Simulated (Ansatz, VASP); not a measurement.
TiO2 in VASP and in Ansatz

```
Ti O
1.0
     1.49733    0.86448    6.98154
    -1.49733    0.86448    6.98154
     0.00000   -1.72897    6.98154
Ti O
1 2
Direct
  0.19600 0.76100 0.41700
  0.81647 0.38147 0.03747
  0.57553 0.14053 0.79653
```

Alike in both runs: task single point; functional PBE; k mesh 6 × 6 × 6; occupations gaussian, width 0.1 eV; no spin polarisation.

|  | VASP | Ansatz |
| --- | --- | --- |
| version | VASP 6.6.1 | Ansatz 0.2.0 |
| potentials or method | VASP PAW PBE potentials, release 64 (Ti_sv, O), cutoff 600 eV | scalar-relativistic, plane waves, PAW |
| valence electrons in the cell | 24 | 24 |

```tsv
	VASP	Ansatz	Ansatz less VASP
gap on the k mesh at the Fermi level (eV)	2.67	2.70	+0.027
least direct gap on the mesh (eV)	2.85	2.87	+0.021
pressure (GPa)	-0.4	-0.8	-0.36
traceless stress, the component that is largest in VASP (GPa)	-0.05	0.17	+0.221
rms of the force components (eV/Å)	0.020	0.046	+0.0259
```

Atom by atom the forces differ by 0.026 eV/Å (rms over components).
